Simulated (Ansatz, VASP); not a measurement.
LiC2: VASP beside Ansatz

The input INCAR:

```
PREC     = Accurate       # precision mode
ENCUT    = 600            # plane-wave cutoff, eV
EDIFF    = 1E-7           # SCF threshold, eV
ISMEAR   = 0              # smearing method
SIGMA    = 0.1            # smearing width, eV
LREAL    = F              # projectors in reciprocal space
LASPH    = T              # aspherical terms in the spheres
NELM     = 100            # most SCF steps
ALGO     = Normal         # electronic algorithm
ISIF     = 3              # what is computed and relaxed
LWAVE    = F              # write WAVECAR
LCHARG   = F              # write CHGCAR
GGA      = PE             # functional
IBRION   = 2              # ionic algorithm
NSW      = 100            # ionic steps
EDIFFG   = -0.01          # ionic threshold
```

The input KPOINTS:

```
regular mesh
0
Gamma
  12 12 14
```

The input POSCAR:

```
LiC2
1.0
    3.6408705619      0.0000000000      0.0000000000
   -1.8204352810      3.1530863985      0.0000000000
    0.0000000000      0.0000000000      3.4967822512
Li C
1 2
Direct
    0.0000000000      0.0000000000      0.0000000000
    0.6666666667      0.3333333333      0.6807343511
    0.6666666667      0.3333333333      0.3192656489
```

Input for Ansatz:

```yaml
crystal:
  lattice:
    - [3.6408705619, 0.0, 0.0]
    - [-1.820435281, 3.1530863985, 0.0]
    - [0.0, 0.0, 3.4967822512]
  atoms:
    - { symbol: Li, position: [0.0, 0.0, 0.0] }
    - { symbol: C, position: [0.6666666667, 0.3333333333, 0.6807343511] }
    - { symbol: C, position: [0.6666666667, 0.3333333333, 0.3192656489] }
basis:
  ecutwfc: 420
kpoints:
  mp_grid: { grid: [12, 12, 14] }
hamiltonian:
  xc: pbe
scf:
  occupations: { method: gaussian, width: 0.1 }
output:
  forces: true
  stress: true
  eigenvalues: true
relax:
  adjacent_minimum: "off"
  f_tol: 0.01
  max_steps: 80
  cell: { stress_tol: 0.05 }
```

Alike in both runs: task relaxation of cell and atoms; functional PBE; k mesh 12 × 12 × 14; occupations gaussian, width 0.1 eV; no spin polarisation.

|  | VASP | Ansatz |
| --- | --- | --- |
| version | VASP 6.6.1 | Ansatz 0.2.0 |
| potentials or method | VASP PAW PBE potentials, release 64 (Li_sv, C), cutoff 600 eV | scalar-relativistic, plane waves, PAW |
| valence electrons in the cell | 11 | 11 |

Ansatz gave:

- gap on the k mesh at the Fermi level, each at its own relaxed structure (eV): none
- relaxed volume (Å³/atom): 13.42
- relaxed cell length with the largest relative difference (Å): 3.645

Question: Which values does VASP return?

Answer: gap on the k mesh at the Fermi level, each at its own relaxed structure (eV): none; relaxed volume (Å³/atom): 13.38; relaxed cell length with the largest relative difference (Å): 3.641.

A gap of «none» marks a metal or a gap that the smearing closes.

Noted on VASP's run: the cutoff is short for stress, so the pressure is rough.
